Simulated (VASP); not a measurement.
# Sr2MgAl3: single point with r2SCAN

Crystal: Sr2MgAl3.

```
Sr Mg Al
1.0
     6.02004    0.00000    0.00000
    -3.01002    5.21350    0.00000
     0.00000    0.00000    9.60498
Sr Mg Al
4 2 6
Direct
  0.33333 0.66667 0.06853
  0.66667 0.33333 0.56853
  0.33333 0.66667 0.43147
  0.66667 0.33333 0.93147
  0.00000 0.00000 0.00000
  0.00000 0.00000 0.50000
  0.82707 0.65414 0.25000
  0.17293 0.82707 0.75000
  0.34586 0.17293 0.25000
  0.17293 0.34586 0.75000
  0.82707 0.17293 0.25000
  0.65414 0.82707 0.75000
```

* Program: VASP 6.6.1
* Task: single point
* Functional: r2SCAN
* Potentials or basis: VASP PAW PBE potentials, release 64 (Sr_sv, Mg, Al)
* Cutoff: 520 eV
* k mesh: 6 × 6 × 3
* Occupations: fermi-dirac, width 0.1 eV
* Spin: no spin polarisation
* Dipole correction: no
* Further INCAR settings: ALGO = Normal; EDIFF = 1e-06; NBANDS = 43

| Property | Result |
| --- | --- |
| Pressure | -0.1 GPa |
| Largest force | 0.007 eV/Å |
| Band gap on the k mesh | zero (bands 31 and 32 overlap by 1.45 eV) |

Forces on the atoms (eV/Å):
```
Sr   0.000  0.000  0.001
Sr   0.000  0.000  0.001
Sr   0.000  0.000 -0.001
Sr   0.000  0.000 -0.001
Mg   0.000  0.000  0.000
Mg   0.000  0.000  0.000
Al   0.000  0.007  0.000
Al  -0.006  0.003  0.000
Al  -0.006 -0.003  0.000
Al   0.000 -0.007  0.000
Al   0.006 -0.003  0.000
Al   0.006  0.003  0.000
```

Levels at points of the mesh, in eV from the Fermi level:
```tsv
k point	band 27	band 28	band 29	band 30	band 31	band 32	band 33	band 34	band 35	band 36
(0.00, 0.00, 0.00)	-1.68	-1.66	-1.30	-1.30	-0.87	-0.87	0.20	0.81	0.81	1.30
(0.50, 0.00, 0.00)	-0.85	-0.77	-0.43	0.27	0.52	1.03	1.06	1.09	1.24	1.38
```

It took 8.2 min on 1 thread of AMD EPYC 9R45 96-Core Processor (Zen 5) (shared host), peak memory 0.51 GiB.

Caveat: the PAW data sets were made with another functional, which shifts forces and pressure a little.
